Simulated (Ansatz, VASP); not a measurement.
# SnSe in VASP and in Ansatz

```
CELL_PARAMETERS angstrom
4.28533 0.00000 0.00000
0.00000 4.28533 0.00000
0.00000 0.00000 10.99069
ATOMIC_POSITIONS crystal
Sn 0.50000 0.00000 0.37223
Sn 0.00000 0.50000 0.62777
Se 0.50000 0.00000 0.61604
Se 0.00000 0.50000 0.38396
```

Alike in both runs: task single point; functional PBE; dispersion D3(BJ); k mesh 8 × 8 × 4; occupations gaussian, width 0.02 eV; no spin polarisation.

```csv
,VASP,Ansatz
version,VASP 6.6.1,Ansatz 0.2.0
potentials or method,"VASP PAW PBE potentials, release 64 (Sn_d, Se), cutoff 520 eV","scalar-relativistic, plane waves, PAW"
valence electrons in the cell,40,60
```

|  | VASP | Ansatz | Ansatz less VASP |
| --- | --- | --- | --- |
| gap on the k mesh at the Fermi level (eV) | 1.04 | 1.05 | +0.007 |
| least direct gap on the mesh (eV) | 1.04 | 1.05 | +0.007 |
| rms of the force components (eV/Å) | 0.089 | 0.081 | -0.0080 |

Atom by atom the forces differ by 0.008 eV/Å (rms over components). VASP's potentials hold 40 valence electrons a cell and Ansatz's 60, so a difference there can come from the potentials and not from the codes. Ansatz's warnings: xc potential rough in thin density.
